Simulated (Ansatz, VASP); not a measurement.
## In: VASP beside Ansatz

```
In
1.0
    -1.89499    1.89499    1.89499
     1.89499   -1.89499    1.89499
     1.89499    1.89499   -1.89499
In
1
Direct
  0.00000 0.00000 0.00000
```

Change from the starting cell: volume scaled by 1.02.

Alike in both runs: task single point; functional PBE; k mesh 10 × 10 × 10; occupations fermi-dirac, width 0.05 eV; no spin polarisation.

```csv
,VASP,Ansatz
version,VASP 6.6.1,Ansatz 0.2.0
potentials or method,"VASP PAW PBE potentials, release 64 (In_d), cutoff 520 eV","all-electron LAPW, scalar-relativistic"
```

Ansatz gave:

```
gap on the k mesh at the Fermi level (eV) : none
pressure (GPa)                            : 0.8
```

Which values does VASP return?

gap on the k mesh at the Fermi level (eV): none; pressure (GPa): 0.7.

A gap of «none» marks a metal or a gap that the smearing closes. Ansatz ran all-electron here, and VASP with PAW potentials.
